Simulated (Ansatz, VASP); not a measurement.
TePb: VASP beside Ansatz

POSCAR

```
TePb
1.0
    0.0000000000      3.2850000000      3.2850000000
    3.2850000000      0.0000000000      3.2850000000
    3.2850000000      3.2850000000      0.0000000000
Pb Te
1 1
Direct
    0.0052726052      0.0052726052      0.0052726052
    0.5000000000      0.5000000000      0.5000000000
```

The input INCAR.step1:

```
  PREC = Accurate
  ENCUT = 520
  EDIFF = 1E-5
  ISMEAR = -1
  SIGMA = 0.05
  LREAL = False
  LASPH = True
  NELM = 60
  ALGO = Normal
  ISIF = 2
  LWAVE = True
  LCHARG = False
  NBANDS = 17
  GGA = PE
```

INCAR.step2

```
  PREC = Accurate
  ENCUT = 520
  EDIFF = 1E-6
  ISMEAR = -1
  SIGMA = 0.05
  LREAL = False
  LASPH = True
  NELM = 60
  ALGO = Normal
  ISIF = 2
  LWAVE = False
  LCHARG = False
  GGA = PE
  LHFCALC = True
  AEXX = 0.25
  PRECFOCK = Normal
  NBANDS = 17
  ISTART = 1
```

The input KPOINTS:

```
Automatic mesh
0
Gamma
  4 4 4
```

Input for Ansatz:

```yaml
crystal:
  lattice:
    - [0.0, 3.285, 3.285]
    - [3.285, 0.0, 3.285]
    - [3.285, 3.285, 0.0]
  atoms:
    - { symbol: Pb, position: [0.0052726052, 0.0052726052, 0.0052726052] }
    - { symbol: Te, position: [0.5, 0.5, 0.5] }
kpoints:
  mp_grid: { grid: [4, 4, 4] }
hamiltonian:
  xc: pbe0
  pseudopotentials:
    kind: all_electron
    relativity: scalar
    datasets: crystal
    dataset_attempts: all
    nuclear_model: point
scf:
  occupations: { method: fermi_dirac, width: 0.05 }
  convergence: { dr2_threshold: "1e-9 eV" }
  max_iter: 400
  lower_state_search: "off"
output:
  forces: true
  stress: true
```

Alike in both runs: task single point; functional PBE0; k mesh 4 × 4 × 4; occupations fermi-dirac, width 0.05 eV; no spin polarisation.

|  | VASP | Ansatz |
| --- | --- | --- |
| version | VASP 6.6.1 | Ansatz 0.2.0 development build |
| potentials or method | VASP PAW PBE potentials, release 64 (Pb_d, Te), cutoff 520 eV | plane waves, all-electron PAW datasets generated for the crystal |

|  | VASP | Ansatz | Ansatz less VASP |
| --- | --- | --- | --- |
| gap on the k mesh at the Fermi level (eV) | 1.85 | 1.83 | -0.021 |
| rms of the force components (eV/Å) | 0.026 | 0.026 | 0.0000 |

Atom by atom the forces differ by 0.000 eV/Å (rms over components). Ansatz ran all-electron here, and VASP with PAW potentials.

Spin-orbit coupling is off throughout.
